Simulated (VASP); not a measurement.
Input of a VASP 6.6.1 run:

The input INCAR:

```
SYSTEM = BaF2
PREC = Accurate ; ENCUT = 1010
EDIFF = 1E-8 ; ISMEAR = -1
SIGMA = 0.01 ; LREAL = .False.
LASPH = .True. ; NELM = 120
ALGO = Normal ; ISIF = 2
LWAVE = .False. ; LCHARG = .False.
LEFG = .True. ; NBANDS = 19
GGA_COMPAT = .False.
```

KPOINTS

```
regular mesh
0
Gamma
  8 8 8
  0 0 0
```

File POSCAR:

```
BaF2
1.0
    0.0000000000      3.1103492451      3.1103492451
    3.1103492451      0.0000000000      3.1103492451
    3.1103492451      3.1103492451      0.0000000000
Ba F
1 2
Direct
    0.0000000000      0.0000000000      0.0000000000
    0.2500000000      0.2500000000      0.2500000000
    0.7500000000      0.7500000000      0.7500000000
```

Potentials or basis: VASP PAW LDA potentials, release 64 (Ba_sv, F_h).

The run is started by

```bash
$ cat potpaw_LDA.64/Ba_sv/POTCAR potpaw_LDA.64/F_h/POTCAR > POTCAR
$ mpirun -np 1 vasp_std > vasp.out
```

Predict the band gap on the k mesh.

6.35 eV (least direct gap 6.43 eV).

What does it give for the pressure?

-3.8 GPa.

Caveat: the cell stands under tension; spin-orbit coupling is left out, which moves the levels of the heavy elements. A k mesh can miss the band edges.
